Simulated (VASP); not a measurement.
# MgB (CsCl type) (Pm-3m) in VASP: a series of runs, part 2 of 2

VASP 6.6.1. Earlier steps stand in the parts before.

## 4. Electric field gradients, PBEsol

File INCAR:

```
PREC     = Accurate       # precision mode
ENCUT    = 520            # plane-wave cutoff, eV
EDIFF    = 1E-8           # SCF threshold, eV
ISMEAR   = -1             # smearing method
SIGMA    = 0.05           # smearing width, eV
LREAL    = F              # projectors in reciprocal space
LASPH    = T              # aspherical terms in the spheres
NELM     = 120            # most SCF steps
ALGO     = Normal         # electronic algorithm
ISIF     = 2              # what is computed and relaxed
LWAVE    = F              # write WAVECAR
LCHARG   = F              # write CHGCAR
GGA      = PS             # functional
LEFG     = T            
NBANDS   = 10             # bands
GGA_COMPAT= F
```

File KPOINTS:

```
regular mesh
0
Gamma
  11 11 11
```

File POSCAR:

```
MgB
1.0
    2.8930974391      0.0000000000      0.0000000000
    0.0000000000      2.8930974391      0.0000000000
    0.0000000000      0.0000000000      2.8930974391
B Mg
1 1
Direct
    0.0000000000      0.0000000000      0.0000000000
    0.5000000000      0.5000000000      0.5000000000
```

Potentials or basis: VASP PAW PBE potentials, release 64 (B, Mg).

Started as:

```console
$ cat potpaw_PBE.64/B/POTCAR potpaw_PBE.64/Mg/POTCAR > POTCAR
$ mpirun -np 1 vasp_std > vasp.out
```

OUTCAR:

```text
PREC = Accurate
   ENCUT = 520
   EDIFF = 1E-8
   ISMEAR = -1
   LREAL = F
   LASPH = T
   NELM = 120
   ISIF = 2
   GGA = PS

 ion  position               nearest neighbor table
   1  0.000  0.000  0.000-   2 2.51   2 2.51   2 2.51   2 2.51   2 2.51   2 2.51   2 2.51   2 2.51

   2  0.500  0.500  0.500-   1 2.51   1 2.51   1 2.51   1 2.51   1 2.51   1 2.51   1 2.51   1 2.51

  LATTYP: Found a simple cubic cell.
 ALAT       =     2.8930974391

  Lattice vectors:

 A1 = (   2.8930974391,   0.0000000000,   0.0000000000)
 A2 = (   0.0000000000,   2.8930974391,   0.0000000000)
 A3 = (   0.0000000000,   0.0000000000,   2.8930974391)

Analysis of symmetry for initial positions (statically):
=====================================================================
 Subroutine PRICEL returns:
 Original cell was already a primitive cell.

 Routine SETGRP: Setting up the symmetry group for a
 simple cubic supercell.

 Subroutine GETGRP returns: Found 48 space group operations
 (whereof 48 operations were pure point group operations)
 out of a pool of 48 trial point group operations.

The static configuration has the point symmetry O_h .

Analysis of symmetry for dynamics (positions and initial velocities):
=====================================================================
 Subroutine PRICEL returns:
 Original cell was already a primitive cell.

 Routine SETGRP: Setting up the symmetry group for a
 simple cubic supercell.

 Subroutine GETGRP returns: Found 48 space group operations
 (whereof 48 operations were pure point group operations)
 out of a pool of 48 trial point group operations.

The dynamic configuration has the point symmetry O_h .

 Subroutine INISYM returns: Found 48 space group operations
 (whereof 48 operations are pure point group operations),
[... 161 lines left out ...]
      9      22.7621      0.00000
     10      22.7621      0.00000
[... 287 lines left out ...]
 k-point    24 :       0.2727    0.0909    0.0909
  band No.  band energies     occupation
      1      -4.7839      2.00000
      2       2.4244      2.00000
      3       6.7523      0.00000
      4       7.0851      0.00000
      5      13.6778      0.00000
      6      14.5005      0.00000
      7      15.8120      0.00000
      8      18.1410      0.00000
      9      19.4769      0.00000
     10      22.4208      0.00000

 [... further k-points ...]
[... 5 lines left out ...]
  --------------------------------------------------------------------------------------
  -------------------------------------------------------------------------------------
  Total       -0.3040739     -0.3040739     -0.3040739     -0.0000000     -0.0000000      0.0000000
  in kB      -20.1187311    -20.1187311    -20.1187311     -0.0000000     -0.0000000      0.0000000
  external PRESSURE =     -20.1187311 kB  Pullay stress =       0.0000000 kB

 VOLUME and BASIS-vectors are now :
 -----------------------------------------------------------------------------
  energy-cutoff  :      520.00
  volume of cell :       24.22
      direct lattice vectors                 reciprocal lattice vectors
     2.893097439  0.000000000  0.000000000     0.345650301  0.000000000  0.000000000
     0.000000000  2.893097439  0.000000000     0.000000000  0.345650301  0.000000000
     0.000000000  0.000000000  2.893097439     0.000000000  0.000000000  0.345650301

 POSITION                                       TOTAL-FORCE (eV/Angst)
 -----------------------------------------------------------------------------------
      0.00000      0.00000      0.00000         0.000000      0.000000      0.000000
      1.44655      1.44655      1.44655         0.000000      0.000000      0.000000
 -----------------------------------------------------------------------------------
    total drift:                               -0.000000      0.000000      0.000000

  FREE ENERGIE OF THE ION-ELECTRON SYSTEM (eV)
  ---------------------------------------------------
  free  energy   TOTEN  =        -7.1603933552 eV

  energy  without entropy=       -7.1568076570  energy(sigma->0) =       -7.15860051

 Electric field gradients (V/A^2)
---------------------------------------------------------------------
 ion       V_xx      V_yy      V_zz      V_xy      V_xz      V_yz
---------------------------------------------------------------------
   1      -0.000    -0.000    -0.000    -0.000    -0.000     0.000
   2      -0.000    -0.000     0.000     0.000    -0.000    -0.000
---------------------------------------------------------------------

 Electric field gradients after diagonalization (V/A^2)
 (convention: |V_zz| > |V_xx| > |V_yy|)
----------------------------------------------------------------------
 ion       V_xx      V_yy      V_zz     asymmetry (V_yy - V_xx)/ V_zz
----------------------------------------------------------------------
   1      -0.000    -0.000    -0.000      -0.084
   2       0.000    -0.000    -0.000       0.942
----------------------------------------------------------------------

           NMR quadrupolar parameters

 Cq : quadrupolar parameter    Cq=e*Q*V_zz/h
 eta: asymmetry parameters     (V_yy - V_xx)/ V_zz
 Q  : nuclear electric quadrupole moment in mb (millibarn)
----------------------------------------------------------------------
 ion       Cq(MHz)       eta       Q (mb)
----------------------------------------------------------------------
   1      -0.000      -0.084       1.000
   2      -0.000       0.942       1.000
----------------------------------------------------------------------
```

OSZICAR:

```text
N       E                     dE             d eps       ncg     rms          rms(c)
DAV:   1    -0.480207112133E+00   -0.48021E+00   -0.18537E+03  1120   0.369E+02
DAV:   2    -0.718922498632E+01   -0.67090E+01   -0.63669E+01  1402   0.545E+01
DAV:   3    -0.733209193334E+01   -0.14287E+00   -0.14066E+00  1388   0.616E+00
DAV:   4    -0.733237084775E+01   -0.27891E-03   -0.27889E-03  1376   0.289E-01
DAV:   5    -0.733237151778E+01   -0.67004E-06   -0.67010E-06  1314   0.133E-02    0.173E+00
DAV:   6    -0.720230321281E+01    0.13007E+00   -0.14408E-01  1202   0.140E+00    0.952E-01
DAV:   7    -0.716261264079E+01    0.39691E-01   -0.97828E-02  1280   0.117E+00    0.301E-01
DAV:   8    -0.716039556877E+01    0.22171E-02   -0.22106E-03  1302   0.355E-01    0.272E-02
DAV:   9    -0.716039268602E+01    0.28827E-05   -0.14772E-05  1392   0.230E-02    0.165E-02
DAV:  10    -0.716039352210E+01   -0.83608E-06   -0.81909E-07  1462   0.491E-03    0.158E-03
DAV:  11    -0.716039337155E+01    0.15055E-06   -0.74569E-08  1314   0.142E-03    0.316E-04
DAV:  12    -0.716039335558E+01    0.15976E-07   -0.12550E-09   726   0.236E-04    0.369E-05
DAV:  13    -0.716039335521E+01    0.36783E-09   -0.14385E-10   662   0.703E-05
   1 F= -.71603934E+01 E0= -.71586005E+01  d E =-.358570E-02
```

Wall time 7.7 s (1 thread of Intel Xeon 6975P-C, shared host); peak memory 0.15 GiB.

What came out:

```
Free energy : -7.1604 eV
Pressure    : -2.0 GPa
```

Levels at points of the mesh, in eV from the Fermi level:
```csv
k point,band 1,band 2,band 3,band 4,band 5,band 6
"(0.00, 0.00, 0.00)",-10.77,2.53,2.53,2.53,6.97,6.97
```

Caveat: without QUAD_EFG the Cq values of the log hold for a quadrupole moment of 1 mb, not for the nuclei; the PAW data sets were made with another functional, which shifts forces and pressure a little.

## 5. The runs side by side

| level | potentials or basis | spin | cell | gap on the mesh (eV) | pressure (GPa) |
| --- | --- | --- | --- | --- | --- |
| LDA | VASP PAW LDA potentials, release 64 (B, Mg) | collinear, ferromagnetic start | a = 2.893 Å, 2 atoms | none | -5.8 |
| LDA | VASP PAW LDA potentials, release 64 (B, Mg) | off | a = 2.931 Å, 2 atoms | none | -8.5 |
| PBEsol | VASP PAW PBE potentials, release 64 (B, Mg) | off | a = 2.893 Å, 2 atoms | none | -2.0 |

Alike in all rows: task electric field gradients; k mesh 11 × 11 × 11; cutoff (eV) 520; smearing fermi-dirac 0.05 eV.

Caveats: the PAW data sets were made with another functional, which shifts forces and pressure a little (some runs).

Total energies depend on the potentials used, so only differences within one code and one set of settings carry meaning.
